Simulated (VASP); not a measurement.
# Bi (Immm) in VASP: notebook

Runs on Bi. Level: PBE+D3(BJ). Tasks: single point.

Everything below comes from runs of VASP 6.6.1. Logs are shortened: lines on timing, memory, paths and dates and some standing lists are left out, and cuts for length are marked.

### Step 1. The cell of the first run

Symmetry: Immm, No. 71, orthorhombic system. The conventional cell has a = 3.625 Å, b = 3.919 Å, c = 4.213 Å, α = 90.00°, β = 90.00°, γ = 90.00°. Bi (site symmetry mmm) has 14 Bi at 3.40 to 4.21 Å within 4.5 Å.

### Step 2. Single point, PBE+D3(BJ)

INCAR reads:

```
ALGO = Fast ; EDIFF = 1E-7
ENCUT = 520 ; GGA = PE
ISIF = 2 ; ISMEAR = 0
IVDW = 12 ; LASPH = T
LCHARG = F ; LREAL = F
LWAVE = F ; NBANDS = 14
NELM = 60 ; PREC = Accurate
SIGMA = 0.15
```

KPOINTS reads:

```
k-points
0
Gamma
  16 16 16
```

POSCAR reads:

```
Bi
1.0
   -1.8125088163      2.1064291649      1.9594689906
    1.8125088163     -2.1064291649      1.9594689906
    1.8125088163      2.1064291649     -1.9594689906
Bi
1
Direct
    0.0000000000      0.0000000000      0.0000000000
```

Potentials or basis: VASP PAW PBE potentials, release 64 (Bi_d).

Launch:

```console
cat potpaw_PBE.64/Bi_d/POTCAR > POTCAR
mpirun -np 1 vasp_std > vasp.out
```

OUTCAR:

```text
EDIFF = 1E-7
   ENCUT = 520
   GGA = PE
   ISIF = 2
   ISMEAR = 0
   IVDW = 12
   LASPH = T
   LREAL = F
   NELM = 60
   PREC = Accurate
 IVDW          = 12

 ion  position               nearest neighbor table
   1  0.000  0.000  0.000-

  LATTYP: Found a body centered orthorhombic cell.
 ALAT       =     3.6250176326
 B/A-ratio  =     1.0810810811
 C/A-ratio  =     1.1621621622

  Lattice vectors:

 A1 = (  -1.8125088163,  -2.1064291649,   1.9594689906)
 A2 = (   1.8125088163,  -2.1064291649,  -1.9594689906)
 A3 = (   1.8125088163,   2.1064291649,   1.9594689906)

Analysis of symmetry for initial positions (statically):
=====================================================================
 Subroutine PRICEL returns:
 Original cell was already a primitive cell.

 Routine SETGRP: Setting up the symmetry group for a
 body centered orthorhombic supercell.

 Subroutine GETGRP returns: Found  8 space group operations
 (whereof  8 operations were pure point group operations)
 out of a pool of  8 trial point group operations.

The static configuration has the point symmetry D_2h.

Analysis of symmetry for dynamics (positions and initial velocities):
=====================================================================
 Subroutine PRICEL returns:
 Original cell was already a primitive cell.

 Routine SETGRP: Setting up the symmetry group for a
 body centered orthorhombic supercell.

 Subroutine GETGRP returns: Found  8 space group operations
 (whereof  8 operations were pure point group operations)
 out of a pool of  8 trial point group operations.

The dynamic configuration has the point symmetry D_2h.

 Subroutine INISYM returns: Found  8 space group operations
 (whereof  8 operations are pure point group operations),
 and found     1 'primitive' translations

----------------------------------------------------------------------------------------

                                     Primitive cell

  volume of cell :      29.9244

  direct lattice vectors                    reciprocal lattice vectors
    -1.812508816  2.106429165  1.959468991     0.000000000  0.237368533  0.255171173
     1.812508816 -2.106429165  1.959468991     0.275860727  0.000000000  0.255171173
     1.812508816  2.106429165 -1.959468991     0.275860727  0.237368533  0.000000000

  length of vectors
     3.400257455  3.400257455  3.400257455     0.348505592  0.375781144  0.363927137

  position of ions in fractional coordinates (direct lattice)
     0.000000000  0.000000000  0.000000000

  ion indices of the primitive-cell ions
   primitive index   ion index
                 1           1

----------------------------------------------------------------------------------------

 KPOINTS: k-points

Automatic generation of k-mesh.
 Grid dimensions read from file:
 generate k-points for:   16   16   16

 Generating k-lattice:

  Cartesian coordinates                     Fractional coordinates (reciprocal lattice)
     0.000000000  0.014835533  0.015948198     0.062500000 -0.000000000  0.000000000
     0.017241295  0.000000000  0.015948198    -0.000000000  0.062500000  0.000000000
     0.017241295  0.014835533  0.000000000     0.000000000  0.000000000  0.062500000

  Length of vectors
     0.021781599  0.023486321  0.022745446

  Shift w.r.t. Gamma in fractional coordinates (k-lattice)
     0.000000000  0.000000000  0.000000000

 Subroutine IBZKPT returns following result:
 ===========================================

 Found    621 irreducible k-points:

 Following reciprocal coordinates:
            Coordinates               Weight
  0.000000  0.000000  0.000000      1.000000
  0.062500 -0.000000  0.000000      4.000000
  0.125000 -0.000000  0.000000      4.000000
  0.187500  0.000000  0.000000      4.000000
  0.250000 -0.000000  0.000000      4.000000
  0.312500 -0.000000  0.000000      4.000000
[... 16 lines left out ...]
 -0.187500  0.062500  0.000000      8.000000
 -0.125000  0.062500 -0.000000      8.000000
 [... further k-points ...]
   k-points           NKPTS =    621   k-points in BZ     NKDIM =    621   number of bands    NBANDS=     14
   number of dos      NEDOS =    301   number of ions     NIONS =      1
   total plane-waves  NPLWV =  21952
   dimension x,y,z NGX =    28 NGY =   28 NGZ =   28
   dimension x,y,z NGXF=    56 NGYF=   56 NGZF=   56
   ions per type =               1
   NGX,Y,Z   is equivalent  to a cutoff of  13.69, 13.69, 13.69 a.u.
   NGXF,Y,Z  is equivalent  to a cutoff of  27.38, 27.38, 27.38 a.u.
 SYSTEM =  unknown system
   PREC   = accura    normal or accurate (medium, high low for compatibility)
   ISTART =      0    job   : 0-new  1-cont  2-samecut
   ICHARG =      2    charge: 1-file 2-atom 10-const
   ISPIN  =      1    spin polarized calculation?
   LNONCOLLINEAR =      F non collinear calculations
   LSORBIT =      F    spin-orbit coupling
   LASPH  =      T    aspherical Exc in radial PAW
   ENCUT  =  520.0 eV  38.22 Ry    6.18 a.u.   6.32  6.32  6.32*2*pi/ulx,y,z
   NELM   =     60;   NELMIN=  2; NELMDL= -5     # of ELM steps
   EDIFF  = 0.1E-06   stopping-criterion for ELM
   LREAL  =      F    real-space projection
   EDIFFG = 0.1E-05   stopping-criterion for IOM
   NSW    =      0    number of steps for IOM
   IBRION =     -1    ionic relax: 0-MD 1-quasi-New 2-CG
   NFREE  =      0    steps in history (QN), initial steepest desc. (CG)
   ISIF   =      2    stress and relaxation
   ISYM   =      2    0-nonsym 1-usesym 2-fastsym
   POTIM  = 0.5000    time-step for ionic-motion
   TEBEG  =    0.0;   TEEND  =   0.0 temperature during run
   PSTRESS=    0.0 pullay stress
   NELECT =      15.0000    total number of electrons
   NUPDOWN=      -1.0000    fix difference up-down
   EMIN   =  10.00;   EMAX   =-10.00  energy-range for DOS
   EFERMI =   0.00;   METHOD = LEGACY
   ISMEAR =     0;   SIGMA  =   0.15  broadening in eV -4-tet -1-fermi 0-gaus
   EFERMI_NEDOS =   21; number of points for ismear=-14 and -15
   IALGO  =     68    algorithm
   IMIX   =      4    mixing-type and parameters
     AMIX     =   0.40;   BMIX     =  1.00
     AMIX_MAG =   1.60;   BMIX_MAG =  1.00
  volume/ion in A,a.u.               =      29.92       201.94
  Fermi-wavevector in a.u.,A,eV,Ry     =   1.300459  2.457512 23.010100  1.691195
  Thomas-Fermi vector in A             =   2.431657
   LORBIT       =      0    0 simple, 1 ext, 2 COOP (PROOUT), +10 PAW based schemes
   GGA     = PE    functional components
   LHFCALC =     F    Hartree Fock is set to
   AEXX    =    0.0000 exact exchange contribution
   IVDW    =    12    specifies the selected vdW correction
   LEPSILON=     F    determine dielectric tensor
   LRPA    =     F    only Hartree local field effects (RPA)
 non-spin polarized calculation
 RMM-DIIS sequential band-by-band and
 Gauss-broadening in eV      SIGMA  =   0.15
  energy-cutoff  :      520.00
  volume of cell :       29.92
 maximum number of plane-waves:       829
 NGX is ok and might be reduce to    28
   NGX = 13   NGY = 13   NGZ = 13

 number of electron      15.0000002 magnetization

 Free energy of the ion-electron system (eV)
  ---------------------------------------------------
  ext. energy  EPLUGINS =         0.00000000
  ---------------------------------------------------
  free energy    TOTEN  =        -3.72811289 eV

  energy without entropy =       -3.72077771  energy(sigma->0) =       -3.72444530

 E-fermi :   8.4569     XC(G=0): -10.4795

 val. band max:        8.4467253046   @ k =   0.3125  -0.3125   0.2500
 cond. band min:       8.4589195613   @ k =  -0.4375   0.1875   0.0000
 fundamental gap:      0.0121942567
 Fermi energy:         8.4569220173

 k-point     1 :       0.0000    0.0000    0.0000
  band No.  band energies     occupation
      1     -14.6719      2.00000
      2     -14.6467      2.00000
      3     -14.6260      2.00000
      4     -14.5565      2.00000
      5     -14.4901      2.00000
      6      -5.3915      2.00000
      7      13.4830      0.00000
      8      13.4881      0.00000
      9      14.2874      0.00000
     10      17.7927      0.00000
     11      18.3026      0.00000
     12      19.0161      0.00000
     13      19.3047      0.00000
     14      20.0749      0.00000

 k-point     2 :       0.0625   -0.0000    0.0000
  band No.  band energies     occupation
      1     -14.6681      2.00000
      2     -14.6440      2.00000
      3     -14.6223      2.00000
      4     -14.5583      2.00000
      5     -14.4914      2.00000
      6      -5.3225      2.00000
      7      12.5974      0.00000
      8      13.4906      0.00000
      9      14.0935      0.00000
     10      17.9170      0.00000
     11      18.3252      0.00000
     12      18.9857      0.00000
     13      19.7026      0.00000
     14      19.7054      0.00000

 k-point     3 :       0.1250   -0.0000    0.0000
  band No.  band energies     occupation
      1     -14.6575      2.00000
      2     -14.6432      2.00000
      3     -14.6050      2.00000
      4     -14.5633      2.00000
      5     -14.4950      2.00000
      6      -5.1167      2.00000
      7      10.8736      0.00000
      8      13.4948      0.00000
      9      13.6019      0.00000
     10      17.3606      0.00000
     11      18.5315      0.00000
     12      18.8865      0.00000
     13      19.1372      0.00000
     14      21.1132      0.00000
[... 324 lines left out ...]
 k-point    23 :      -0.1875    0.0625    0.0000
  band No.  band energies     occupation
      1     -14.6511      2.00000
      2     -14.6425      2.00000
      3     -14.5868      2.00000
      4     -14.5646      2.00000
      5     -14.5000      2.00000
      6      -4.9150      2.00000
      7       9.9658      0.00000
      8      12.6640      0.00000
      9      13.4486      0.00000
     10      17.3393      0.00000
     11      17.9475      0.00000
     12      19.1442      0.00000
     13      19.7425      0.00000
     14      21.3333      0.00000

 k-point    24 :      -0.1250    0.0625   -0.0000
  band No.  band energies     occupation
      1     -14.6624      2.00000
      2     -14.6409      2.00000
      3     -14.6126      2.00000
      4     -14.5588      2.00000
      5     -14.4952      2.00000
      6      -5.1826      2.00000
      7      11.7003      0.00000
      8      13.1022      0.00000
      9      13.6562      0.00000
     10      17.5483      0.00000
     11      18.3712      0.00000
     12      18.9523      0.00000
     13      19.7154      0.00000
     14      20.4475      0.00000

 [... further k-points ...]

------------------------ aborting loop because EDIFF is reached ----------------------------------------

 Edisp (eV)   -0.52682

 E8    (eV) :    -0.2589

  FORCE on cell =-STRESS in cart. coord.  units (eV):
  Direction    XX          YY          ZZ          XY          YZ          ZX
  --------------------------------------------------------------------------------------
  -------------------------------------------------------------------------------------
  Total       0.16293    -0.02931     0.18919     0.00000     0.00000     0.00000
  in kB       8.72315    -1.56950    10.12915     0.00000     0.00000     0.00000
  external pressure =        5.76 kB  Pullay stress =        0.00 kB

 VOLUME and BASIS-vectors are now :
 -----------------------------------------------------------------------------
  energy-cutoff  :      520.00
  volume of cell :       29.92
      direct lattice vectors                 reciprocal lattice vectors
    -1.812508816  2.106429165  1.959468991     0.000000000  0.237368533  0.255171173
     1.812508816 -2.106429165  1.959468991     0.275860727  0.000000000  0.255171173
     1.812508816  2.106429165 -1.959468991     0.275860727  0.237368533  0.000000000

 POSITION                                       TOTAL-FORCE (eV/Angst)
 -----------------------------------------------------------------------------------
      0.00000      0.00000      0.00000         0.000000      0.000000      0.000000
 -----------------------------------------------------------------------------------
    total drift:                                0.000000     -0.000000     -0.000000

  FREE ENERGIE OF THE ION-ELECTRON SYSTEM (eV)
  ---------------------------------------------------
  free  energy   TOTEN  =        -4.2549376254 eV

  energy  without entropy=       -4.2476024385  energy(sigma->0) =       -4.25127003
```

It took 3.9 min on 1 thread of Intel Xeon Platinum 8488C (Sapphire Rapids), shared host; peak memory 0.35 GiB.

What came out:

```
Free energy                : -4.2549 eV
Pressure                   : 0.6 GPa
Dispersion energy per atom : -0.527 eV
```

Stress tensor (GPa, compression positive):
```
 0.87  0.00  0.00
 0.00 -0.16  0.00
 0.00  0.00  1.01
```

Caveat: the cell differs from its parent crystal (strain +e along x and -e along y -0.0750, strain +e along z and -e/2 along x and y +0.0000); spin-orbit coupling is left out, which moves the levels of the heavy elements; pairwise dispersion overbinds metals, which lowers pressure and volume.

### Step 3. Single point, PBE+D3(BJ)

INCAR reads:

```
PREC = Accurate
ENCUT = 520
EDIFF = 1E-7
ISMEAR = 0
SIGMA = 0.15
LREAL = F
LASPH = T
NELM = 60
ALGO = Fast
ISIF = 2
LWAVE = F
LCHARG = F
GGA = PE
IVDW = 12
NBANDS = 14
```

KPOINTS reads:

```
regular mesh
0
Gamma
  16 16 16
```

POSCAR reads:

```
Bi
1.0
   -1.6655486420      2.2533893392      1.9594689906
    1.6655486420     -2.2533893392      1.9594689906
    1.6655486420      2.2533893392     -1.9594689906
Bi
1
Direct
    0.0000000000      0.0000000000      0.0000000000
```

Potentials or basis: VASP PAW PBE potentials, release 64 (Bi_d).

Launch:

```console
cat potpaw_PBE.64/Bi_d/POTCAR > POTCAR
mpirun -np 1 vasp_std > vasp.out
```

OUTCAR:

```text
PREC = Accurate
   ENCUT = 520
   EDIFF = 1E-7
   ISMEAR = 0
   LREAL = F
   LASPH = T
   NELM = 60
   ISIF = 2
   GGA = PE
   IVDW = 12
 IVDW          = 12

 ion  position               nearest neighbor table
   1  0.000  0.000  0.000-

  LATTYP: Found a body centered orthorhombic cell.
 ALAT       =     3.3310972840
 B/A-ratio  =     1.1764705882
 C/A-ratio  =     1.3529411765

  Lattice vectors:

 A1 = (   1.6655486420,  -2.2533893392,  -1.9594689906)
 A2 = (  -1.6655486420,  -2.2533893392,   1.9594689906)
[... 592 lines left out ...]

------------------------ aborting loop because EDIFF is reached ----------------------------------------

 Edisp (eV)   -0.53661

 E8    (eV) :    -0.2638

  FORCE on cell =-STRESS in cart. coord.  units (eV):
  Direction    XX          YY          ZZ          XY          YZ          ZX
  --------------------------------------------------------------------------------------
  -------------------------------------------------------------------------------------
  Total       0.76965     0.17046     0.41175     0.00000     0.00000     0.00000
  in kB      41.91902     9.28428    22.42595     0.00000     0.00000     0.00000
  external pressure =       24.54 kB  Pullay stress =        0.00 kB

 VOLUME and BASIS-vectors are now :
 -----------------------------------------------------------------------------
  energy-cutoff  :      520.00
  volume of cell :       29.42
      direct lattice vectors                 reciprocal lattice vectors
    -1.665548642  2.253389339  1.959468991     0.000000000  0.221887976  0.255171173
     1.665548642 -2.253389339  1.959468991     0.300201380  0.000000000  0.255171173
     1.665548642  2.253389339 -1.959468991     0.300201380  0.221887976  0.000000000

 POSITION                                       TOTAL-FORCE (eV/Angst)
 -----------------------------------------------------------------------------------
      0.00000      0.00000      0.00000         0.000000      0.000000     -0.000000
 -----------------------------------------------------------------------------------
    total drift:                               -0.000000     -0.000000     -0.000000

  FREE ENERGIE OF THE ION-ELECTRON SYSTEM (eV)
  ---------------------------------------------------
  free  energy   TOTEN  =        -4.2289599518 eV

  energy  without entropy=       -4.2226185062  energy(sigma->0) =       -4.22578923
```

It took 2.2 min on 1 thread of Intel Xeon 6975P-C (Granite Rapids), shared host; peak memory 0.34 GiB.

Results:

```
Free energy                : -4.2290 eV
Pressure                   : 2.5 GPa
Dispersion energy per atom : -0.537 eV
```

Caveat: the cell differs from its parent crystal (strain +e along x and -e along y -0.1500, strain +e along z and -e/2 along x and y +0.0000); spin-orbit coupling is left out, which moves the levels of the heavy elements; pairwise dispersion overbinds metals, which lowers pressure and volume.

### Step 4. Single point, PBE+D3(BJ)

INCAR reads:

```
SYSTEM = Bi
ALGO = Fast ; EDIFF = 1E-6
ENCUT = 520 ; GGA = PE
ISIF = 2 ; ISMEAR = 0
IVDW = 12 ; LASPH = .TRUE.
LCHARG = .FALSE. ; LREAL = .FALSE.
LWAVE = .FALSE. ; NBANDS = 14
NELM = 100 ; PREC = Accurate
SIGMA = 0.15
```

KPOINTS reads:

```
k-points
0
G
  16 16 16
  0 0 0
```

POSCAR reads:

```
Bi
1.0
   -1.6998393493      2.2876800465      1.8908875759
    1.6998393493     -2.2876800465      1.8908875759
    1.6998393493      2.2876800465     -1.8908875759
Bi
1
Direct
    0.0000000000      0.0000000000      0.0000000000
```

Launch:

```console
cat potpaw_PBE.64/Bi_d/POTCAR > POTCAR
mpirun -np 1 vasp_std > vasp.out
```

Wall time 1.9 min (1 thread of Intel Xeon 6975P-C (Granite Rapids), shared host); peak memory 0.35 GiB.

The run converged. Its results:

- Free energy: -4.2276 eV
- Pressure: 2.1 GPa
- Dispersion energy per atom: -0.536 eV

Stress tensor (GPa, compression positive):
```
2.83 0.00 0.00
0.00 0.71 0.00
0.00 0.00 2.68
```

Levels at points of the mesh, in eV from the Fermi level:
```csv
k point,band 3,band 4,band 5,band 6,band 7,band 8,band 9,band 10,band 11,band 12
"(0.00, 0.00, 0.00)",-23.14,-23.09,-23.01,-14.04,4.55,4.93,6.32,8.99,9.51,9.93
"(0.50, 0.00, 0.00)",-23.11,-23.01,-22.95,-11.20,-5.73,3.69,4.78,8.29,8.98,10.25
"(0.00, 0.50, 0.00)",-23.00,-22.96,-22.93,-9.89,-5.05,0.53,1.21,4.55,5.76,15.04
"(0.50, 0.50, 0.00)",-23.08,-22.97,-22.95,-10.47,-5.54,2.23,3.43,6.62,8.22,9.16
"(0.50, 0.50, 0.50)",-22.98,-22.95,-22.93,-9.10,-4.18,-1.48,0.75,3.11,5.27,16.47
```

Caveat: the cell differs from its parent crystal (strain +e along x and -e along y -0.1500, strain +e along z and -e/2 along x and y -0.0350); spin-orbit coupling is left out, which moves the levels of the heavy elements; pairwise dispersion overbinds metals, which lowers pressure and volume.

[end of part 1 of 2]
